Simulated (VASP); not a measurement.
# SnO (P4/nmm) in VASP: settings compared

The runs below take SnO through single point, with PBE, PBEsol, B3LYP5, PBEsol+D4, PBE+D3(BJ).

Everything below comes from runs of VASP 6.6.1. Logs are shortened: lines on timing, memory, paths and dates and some standing lists are left out, and cuts for length are marked.

## 1. The cell of the first run

Symmetry: P4/nmm, No. 129, tetragonal system. Conventional cell: a = 3.814 Å, b = 3.814 Å, c = 4.887 Å, α = 90.00°, β = 90.00°, γ = 90.00°. Sn (site symmetry 4mm) has 4 O at 2.23 Å within 2.9 Å. O (site symmetry -4m2) has 4 Sn at 2.23 Å and 4 O at 2.70 Å within 2.9 Å.

## 2. Single point, PBE

INCAR

```
SYSTEM = SnO
PREC = Accurate
ENCUT = 1340
EDIFF = 1E-6
ISMEAR = -1
SIGMA = 0.05
LREAL = .FALSE.
LASPH = .TRUE.
NELM = 120
ALGO = Normal
ISIF = 2
LWAVE = .FALSE.
LCHARG = .FALSE.
GGA = PE
NBANDS = 28
GGA_COMPAT = .FALSE.
```

KPOINTS

```
Automatic mesh
0
G
  4 4 3
  0 0 0
```

POSCAR

```
SnO
1.0
    3.8136952200      0.0000000000      0.0000000000
    0.0000000000      3.8136952200      0.0000000000
    0.0000000000      0.0000000000      4.8869133000
Sn O
2 2
Direct
    0.5000000000      0.0000000000      0.7646261400
    0.0000000000      0.5000000000      0.2353738600
    0.0000000000      0.0000000000      0.0000000000
    0.5000000000      0.5000000000      0.0000000000
```

Potentials or basis: VASP PAW PBE potentials, release 64 (Sn_d, O_h).

Started as:

```sh
cat potpaw_PBE.64/Sn_d/POTCAR potpaw_PBE.64/O_h/POTCAR > POTCAR
mpirun -np 1 vasp_std > vasp.out
```

OUTCAR:

```text
SYSTEM = SnO
   PREC = Accurate
   ENCUT = 1340
   EDIFF = 1E-6
   ISMEAR = -1
   LREAL = .FALSE.
   LASPH = .TRUE.
   NELM = 120
   ISIF = 2
   GGA = PE

 ion  position               nearest neighbor table
   1  0.500  0.000  0.765-   3 2.23   4 2.23   4 2.23   3 2.23   2 3.54   2 3.54   2 3.54   2 3.54
                             2 3.74   2 3.74   2 3.74   2 3.74
   2  0.000  0.500  0.235-   3 2.23   4 2.23   3 2.23   4 2.23   1 3.54   1 3.54   1 3.54   1 3.54
                             1 3.74   1 3.74   1 3.74   1 3.74
   3  0.000  0.000  0.000-   1 2.23   2 2.23   2 2.23   1 2.23
   4  0.500  0.500  0.000-   1 2.23   2 2.23   1 2.23   2 2.23

  LATTYP: Found a simple tetragonal cell.
 ALAT       =     3.8136952200
 C/A-ratio  =     1.2814116016

  Lattice vectors:

 A1 = (   3.8136952200,   0.0000000000,   0.0000000000)
 A2 = (   0.0000000000,   3.8136952200,   0.0000000000)
 A3 = (   0.0000000000,   0.0000000000,   4.8869133000)

Analysis of symmetry for initial positions (statically):
=====================================================================
 Subroutine PRICEL returns:
 Original cell was already a primitive cell.

 Routine SETGRP: Setting up the symmetry group for a
 simple tetragonal supercell.

 Subroutine GETGRP returns: Found 16 space group operations
 (whereof  8 operations were pure point group operations)
 out of a pool of 16 trial point group operations.

The static configuration has the point symmetry D_2d.
 The point group associated with its full space group is D_4h.

Analysis of symmetry for dynamics (positions and initial velocities):
=====================================================================
 Subroutine PRICEL returns:
 Original cell was already a primitive cell.

 Routine SETGRP: Setting up the symmetry group for a
 simple tetragonal supercell.

 Subroutine GETGRP returns: Found 16 space group operations
 (whereof  8 operations were pure point group operations)
 out of a pool of 16 trial point group operations.

The dynamic configuration has the point symmetry D_2d.
 The point group associated with its full space group is D_4h.

 Subroutine INISYM returns: Found 16 space group operations
 (whereof  8 operations are pure point group operations),
 and found     1 'primitive' translations

----------------------------------------------------------------------------------------

                                     Primitive cell

  volume of cell :      71.0766

  direct lattice vectors                    reciprocal lattice vectors
     3.813695220  0.000000000  0.000000000     0.262212878  0.000000000  0.000000000
     0.000000000  3.813695220  0.000000000     0.000000000  0.262212878  0.000000000
     0.000000000  0.000000000  4.886913300     0.000000000  0.000000000  0.204628144

  length of vectors
     3.813695220  3.813695220  4.886913300     0.262212878  0.262212878  0.204628144

  position of ions in fractional coordinates (direct lattice)
     0.500000000  0.000000000  0.764626140
     0.000000000  0.500000000  0.235373860
     0.000000000  0.000000000  0.000000000
     0.500000000  0.500000000  0.000000000

  ion indices of the primitive-cell ions
   primitive index   ion index
                 1           1
                 2           2
                 3           3
                 4           4

----------------------------------------------------------------------------------------

 KPOINTS: Automatic mesh

Automatic generation of k-mesh.
 Grid dimensions read from file:
 generate k-points for:    4    4    3

 Generating k-lattice:

  Cartesian coordinates                     Fractional coordinates (reciprocal lattice)
     0.065553220  0.000000000  0.000000000     0.250000000  0.000000000  0.000000000
     0.000000000  0.065553220  0.000000000     0.000000000  0.250000000  0.000000000
     0.000000000  0.000000000  0.068209381     0.000000000  0.000000000  0.333333333

  Length of vectors
     0.065553220  0.065553220  0.068209381

  Shift w.r.t. Gamma in fractional coordinates (k-lattice)
     0.000000000  0.000000000  0.000000000

 Subroutine IBZKPT returns following result:
 ===========================================

 Found     12 irreducible k-points:

 Following reciprocal coordinates:
            Coordinates               Weight
  0.000000  0.000000  0.000000      1.000000
  0.250000  0.000000  0.000000      4.000000
  0.500000  0.000000  0.000000      2.000000
  0.250000  0.250000  0.000000      4.000000
  0.500000  0.250000  0.000000      4.000000
  0.500000  0.500000  0.000000      1.000000
  0.000000  0.000000  0.333333      2.000000
  0.250000  0.000000  0.333333      8.000000
  0.500000  0.000000  0.333333      4.000000
  0.250000  0.250000  0.333333      8.000000
  0.500000  0.250000  0.333333      8.000000
  0.500000  0.500000  0.333333      2.000000
   k-points           NKPTS =     12   k-points in BZ     NKDIM =     12   number of bands    NBANDS=     28
   number of dos      NEDOS =    301   number of ions     NIONS =      4
   total plane-waves  NPLWV = 138240
   dimension x,y,z NGX =    48 NGY =   48 NGZ =   60
   dimension x,y,z NGXF=    96 NGYF=   96 NGZF=  120
   ions per type =               2   2
   NGX,Y,Z   is equivalent  to a cutoff of  20.92, 20.92, 20.41 a.u.
   NGXF,Y,Z  is equivalent  to a cutoff of  41.85, 41.85, 40.82 a.u.
 SYSTEM =  SnO
   PREC   = accura    normal or accurate (medium, high low for compatibility)
   ISTART =      0    job   : 0-new  1-cont  2-samecut
   ICHARG =      2    charge: 1-file 2-atom 10-const
   ISPIN  =      1    spin polarized calculation?
   LNONCOLLINEAR =      F non collinear calculations
   LSORBIT =      F    spin-orbit coupling
   LASPH  =      T    aspherical Exc in radial PAW
   ENCUT  = 1340.0 eV  98.49 Ry    9.92 a.u.  11.38 11.38 14.59*2*pi/ulx,y,z
   NELM   =    120;   NELMIN=  2; NELMDL= -5     # of ELM steps
   EDIFF  = 0.1E-05   stopping-criterion for ELM
   LREAL  =      F    real-space projection
   EDIFFG = 0.1E-04   stopping-criterion for IOM
   NSW    =      0    number of steps for IOM
   IBRION =     -1    ionic relax: 0-MD 1-quasi-New 2-CG
   NFREE  =      0    steps in history (QN), initial steepest desc. (CG)
   ISIF   =      2    stress and relaxation
   ISYM   =      2    0-nonsym 1-usesym 2-fastsym
   POTIM  = 0.5000    time-step for ionic-motion
   TEBEG  =    0.0;   TEEND  =   0.0 temperature during run
   PSTRESS=    0.0 pullay stress
   NELECT =      40.0000    total number of electrons
   NUPDOWN=      -1.0000    fix difference up-down
   EMIN   =  10.00;   EMAX   =-10.00  energy-range for DOS
   EFERMI =   0.00;   METHOD = LEGACY
   ISMEAR =    -1;   SIGMA  =   0.05  broadening in eV -4-tet -1-fermi 0-gaus
   EFERMI_NEDOS =   21; number of points for ismear=-14 and -15
   IALGO  =     38    algorithm
   IMIX   =      4    mixing-type and parameters
     AMIX     =   0.40;   BMIX     =  1.00
     AMIX_MAG =   1.60;   BMIX_MAG =  1.00
  volume/ion in A,a.u.               =      17.77       119.91
  Fermi-wavevector in a.u.,A,eV,Ry     =   1.351614  2.554180 24.855939  1.826860
  Thomas-Fermi vector in A             =   2.479021
   LORBIT       =      0    0 simple, 1 ext, 2 COOP (PROOUT), +10 PAW based schemes
   GGA     = PE    functional components
   LHFCALC =     F    Hartree Fock is set to
   AEXX    =    0.0000 exact exchange contribution
   IVDW    =     0    specifies the selected vdW correction
   LEPSILON=     F    determine dielectric tensor
   LRPA    =     F    only Hartree local field effects (RPA)
 non-spin polarized calculation
  energy-cutoff  :     1340.00
  volume of cell :       71.08
 maximum number of plane-waves:      7945
 NGX is ok and might be reduce to    48
   NGX = 23   NGY = 23   NGZ = 29

 number of electron      40.0000002 magnetization

 Free energy of the ion-electron system (eV)
  ---------------------------------------------------
  ext. energy  EPLUGINS =         0.00000000
  ---------------------------------------------------
  free energy    TOTEN  =       -22.69371270 eV

  energy without entropy =      -22.69114633  energy(sigma->0) =      -22.69242951

 E-fermi :   7.2821     XC(G=0): -10.1743

 val. band max:        7.2196902345   @ k =   0.0000   0.0000   0.0000
 cond. band min:       7.3857788338   @ k =   0.5000   0.5000   0.0000
 fundamental gap:      0.1660885993
 Fermi energy:         7.2820643423

 k-point     1 :       0.0000    0.0000    0.0000
  band No.  band energies     occupation
      1     -14.7799      2.00000
      2     -14.3441      2.00000
      3     -14.3441      2.00000
      4     -14.3439      2.00000
      5     -14.3013      2.00000
      6     -14.2922      2.00000
[... 20 lines left out ...]
     27      14.0121      0.00000
     28      14.4451      0.00000

 k-point     2 :       0.2500    0.0000    0.0000
  band No.  band energies     occupation
      1     -14.7478      2.00000
      2     -14.4392      2.00000
      3     -14.3320      2.00000
      4     -14.3318      2.00000
      5     -14.3105      2.00000
      6     -14.3066      2.00000
[... 20 lines left out ...]
     27      14.5150      0.00000
     28      17.6083      0.00000

 k-point     3 :       0.5000    0.0000    0.0000
  band No.  band energies     occupation
      1     -14.6482      2.00000
      2     -14.6482      2.00000
      3     -14.3145      2.00000
      4     -14.3145      2.00000
      5     -14.3073      2.00000
      6     -14.3073      2.00000
[... 20 lines left out ...]
     27      15.7660      0.00000
     28      15.7660      0.00000

 k-point     4 :       0.2500    0.2500    0.0000
  band No.  band energies     occupation
      1     -14.7350      2.00000
      2     -14.5426      2.00000
      3     -14.3382      2.00000
      4     -14.3132      2.00000
      5     -14.3067      2.00000
      6     -14.3063      2.00000
[... 20 lines left out ...]
     27      15.1160      0.00000
     28      16.0496      0.00000

 k-point     5 :       0.5000    0.2500    0.0000
  band No.  band energies     occupation
      1     -14.6830      2.00000
      2     -14.6830      2.00000
      3     -14.3129      2.00000
      4     -14.3129      2.00000
      5     -14.3068      2.00000
      6     -14.3068      2.00000
[... 20 lines left out ...]
     27      14.9806      0.00000
     28      14.9806      0.00000

 k-point     6 :       0.5000    0.5000    0.0000
  band No.  band energies     occupation
      1     -14.7214      2.00000
      2     -14.7214      2.00000
      3     -14.3224      2.00000
      4     -14.3224      2.00000
      5     -14.2811      2.00000
      6     -14.2811      2.00000
[... 20 lines left out ...]
     27      15.3306      0.00000
     28      15.3306      0.00000

 k-point     7 :       0.0000    0.0000    0.3333
  band No.  band energies     occupation
      1     -14.7689      2.00000
      2     -14.3550      2.00000
      3     -14.3242      2.00000
      4     -14.3242      2.00000
      5     -14.2916      2.00000
      6     -14.2806      2.00000
[... 20 lines left out ...]
     27      14.8403      0.00000
     28      15.1251      0.00000

 k-point     8 :       0.2500    0.0000    0.3333
  band No.  band energies     occupation
      1     -14.7438      2.00000
      2     -14.4602      2.00000
      3     -14.3357      2.00000
      4     -14.3164      2.00000
      5     -14.3148      2.00000
      6     -14.3092      2.00000
[... 20 lines left out ...]
     27      15.3330      0.00000
     28      17.3601      0.00000

 k-point     9 :       0.5000    0.0000    0.3333
  band No.  band energies     occupation
      1     -14.6589      2.00000
      2     -14.6589      2.00000
      3     -14.3364      2.00000
      4     -14.3364      2.00000
      5     -14.3029      2.00000
      6     -14.3029      2.00000
[... 20 lines left out ...]
     27      16.4177      0.00000
     28      16.4177      0.00000

 k-point    10 :       0.2500    0.2500    0.3333
  band No.  band energies     occupation
      1     -14.7294      2.00000
      2     -14.5467      2.00000
      3     -14.3256      2.00000
      4     -14.3250      2.00000
      5     -14.3115      2.00000
      6     -14.2962      2.00000
[... 20 lines left out ...]
     27      15.9610      0.00000
     28      17.0012      0.00000

 k-point    11 :       0.5000    0.2500    0.3333
  band No.  band energies     occupation
      1     -14.6774      2.00000
      2     -14.6774      2.00000
      3     -14.3225      2.00000
      4     -14.3225      2.00000
      5     -14.2957      2.00000
      6     -14.2957      2.00000
[... 20 lines left out ...]
     27      16.1993      0.00000
     28      16.1993      0.00000

 k-point    12 :       0.5000    0.5000    0.3333
  band No.  band energies     occupation
      1     -14.7027      2.00000
      2     -14.7027      2.00000
      3     -14.3143      2.00000
      4     -14.3143      2.00000
      5     -14.2811      2.00000
      6     -14.2811      2.00000
[... 20 lines left out ...]
     27      16.4165      0.00000
     28      16.4165      0.00000

------------------------ aborting loop because EDIFF is reached ----------------------------------------

  FORCE on cell =-STRESS in cart. coord.  units (eV):
  Direction    XX          YY          ZZ          XY          YZ          ZX
  --------------------------------------------------------------------------------------
  -------------------------------------------------------------------------------------
  Total        1.7862355      1.7862355      1.4219110      0.0000000     -0.0000000      0.0000000
  in kB       40.2645351     40.2645351     32.0520927      0.0000000     -0.0000000      0.0000000
  external PRESSURE =      37.5270543 kB  Pullay stress =       0.0000000 kB

 VOLUME and BASIS-vectors are now :
 -----------------------------------------------------------------------------
  energy-cutoff  :     1340.00
  volume of cell :       71.08
      direct lattice vectors                 reciprocal lattice vectors
     3.813695220  0.000000000  0.000000000     0.262212878  0.000000000  0.000000000
     0.000000000  3.813695220  0.000000000     0.000000000  0.262212878  0.000000000
     0.000000000  0.000000000  4.886913300     0.000000000  0.000000000  0.204628144

 POSITION                                       TOTAL-FORCE (eV/Angst)
 -----------------------------------------------------------------------------------
      1.90685      0.00000      3.73666        -0.000000     -0.000000     -0.480097
      0.00000      1.90685      1.15025         0.000000     -0.000000      0.480097
      0.00000      0.00000      0.00000        -0.000000      0.000000      0.000000
      1.90685      1.90685      0.00000         0.000000     -0.000000      0.000000
 -----------------------------------------------------------------------------------
    total drift:                                0.000000      0.000000     -0.000000

  FREE ENERGIE OF THE ION-ELECTRON SYSTEM (eV)
  ---------------------------------------------------
  free  energy   TOTEN  =       -22.6937126987 eV

  energy  without entropy=      -22.6911463280  energy(sigma->0) =      -22.69242951
```

It took 77 s on 1 thread of Intel Xeon Platinum 8559C (Emerald Rapids), shared host; peak memory 0.37 GiB.

What came out:

```
Free energy            : -22.6937 eV
Pressure               : 3.8 GPa
Largest force          : 0.480 eV/Å
Band gap on the k mesh : 0.17 eV (least direct gap 2.03 eV)
```

Forces on the atoms (eV/Å):
```
Sn   0.000  0.000 -0.480
Sn   0.000  0.000  0.480
O    0.000  0.000  0.000
O    0.000  0.000  0.000
```

Levels at points of the mesh, in eV from the valence-band top:
```csv
k point,band 17,band 18,band 19,band 20,band 21,band 22,band 23,band 24
"(0.00, 0.00, 0.00)",-3.48,-3.18,-3.18,0.00,2.05,4.27,4.74,4.74
"(0.50, 0.00, 0.00)",-4.84,-4.84,-2.66,-2.66,3.15,3.15,5.92,5.92
"(0.50, 0.50, 0.00)",-2.52,-2.52,-1.87,-1.87,0.17,0.17,4.48,4.48
```

Caveat: the k points lie up to 0.43 Å⁻¹ apart; semilocal functionals underestimate gaps, and a narrow one can read as zero; spin-orbit coupling is left out, which moves the levels of the heavy elements. A k mesh can miss the band edges.

(Part 1 of 2 ends here.)

The gap in the log of VASP goes by the Fermi energy; the results here count the filled bands.